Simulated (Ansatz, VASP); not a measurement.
# Two plane-wave programs on Sr

File POSCAR:

```
Sr
1.0
    0.0000000000      2.9876146010      2.9876146010
    2.9876146010      0.0000000000      2.9876146010
    2.9876146010      2.9876146010      0.0000000000
Sr
1
Direct
    0.0000000000      0.0000000000      0.0000000000
```

File INCAR.step1:

```
PREC = Accurate
ENCUT = 520
ISMEAR = 0
SIGMA = 0.1
LREAL = False
LASPH = True
NELM = 60
NBANDS = 11
GGA = PE
ALGO = Normal
EDIFF = 1E-4
LWAVE = True
LCHARG = False
```

Contents of INCAR.step2:

```
PREC = Accurate
ENCUT = 520
EDIFF = 1E-7
ISMEAR = 0
SIGMA = 0.1
LREAL = False
LASPH = True
NELM = 60
ALGO = Normal
ISIF = 2
LWAVE = False
LCHARG = False
METAGGA = R2SCAN
LMIXTAU = True
NBANDS = 11
ISTART = 1
```

Contents of KPOINTS:

```
Automatic mesh
0
Gamma
  12 12 12
```

Input for Ansatz:

```yaml
crystal:
  lattice:
    - [0.0, 2.987614601, 2.987614601]
    - [2.987614601, 0.0, 2.987614601]
    - [2.987614601, 2.987614601, 0.0]
  atoms:
    - { symbol: Sr, position: [0.0, 0.0, 0.0] }
basis:
  ecutwfc: 500
kpoints:
  mp_grid: { grid: [12, 12, 12] }
hamiltonian:
  xc: r2scan
scf:
  occupations: { method: gaussian, width: 0.1 }
output:
  forces: true
  stress: true
  eigenvalues: true
```

Alike in both runs: task single point; functional r2SCAN; k mesh 12 × 12 × 12; occupations gaussian, width 0.1 eV; no spin polarisation.

|  | VASP | Ansatz |
| --- | --- | --- |
| version | VASP 6.6.1 | Ansatz 0.2.0 |
| potentials or method | VASP PAW PBE potentials, release 64 (Sr_sv), cutoff 520 eV | scalar-relativistic, plane waves, PAW |
| valence electrons in the cell | 10 | 10 |

```csv
,VASP,Ansatz,Ansatz less VASP
gap on the k mesh at the Fermi level (eV),none,none,-
pressure (GPa),0.8,0.8,-0.02
```

VASP's potentials were made for PBE, not for r2SCAN. A gap of «none» marks a metal or a gap that the smearing closes.
